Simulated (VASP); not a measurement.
A run of VASP 6.6.1:

Contents of INCAR:

```
  PREC = Accurate
  ENCUT = 520
  EDIFF = 1E-6
  ISMEAR = 0
  SIGMA = 0.15
  LREAL = False
  LASPH = True
  NELM = 80
  ALGO = Normal
  ISIF = 2
  LWAVE = False
  LCHARG = False
  GGA = PS
  NBANDS = 18
```

File KPOINTS:

```
Automatic mesh
0
Gamma
  20 20 20
```

The input POSCAR:

```
Si2Mo
1.0
   -1.5152833265      1.5152833265      4.0084593000
    1.5152833265     -1.5152833265      4.0084593000
    1.5152833265      1.5152833265     -4.0084593000
Si Mo
2 1
Direct
    0.3350596655      0.3350596655      0.0000000000
    0.6649403345      0.6649403345      0.0000000000
    0.0000000000      0.0000000000      0.0000000000
```

Potentials or basis: VASP PAW PBE potentials, release 64 (Si, Mo_sv).

The run is started by

```console
$ cat potpaw_PBE.64/Si/POTCAR potpaw_PBE.64/Mo_sv/POTCAR > POTCAR
$ mpirun -np 1 vasp_std > vasp.out
```

Hardware: 1 thread of Intel Xeon 8259CL, on a shared host.

Q: How long does it take, and how much memory?

A: Run time: 15 min on 1 thread of Intel Xeon 8259CL (shared host), peak memory 0.52 GiB. Counts: scf iterations 13, k points 641.
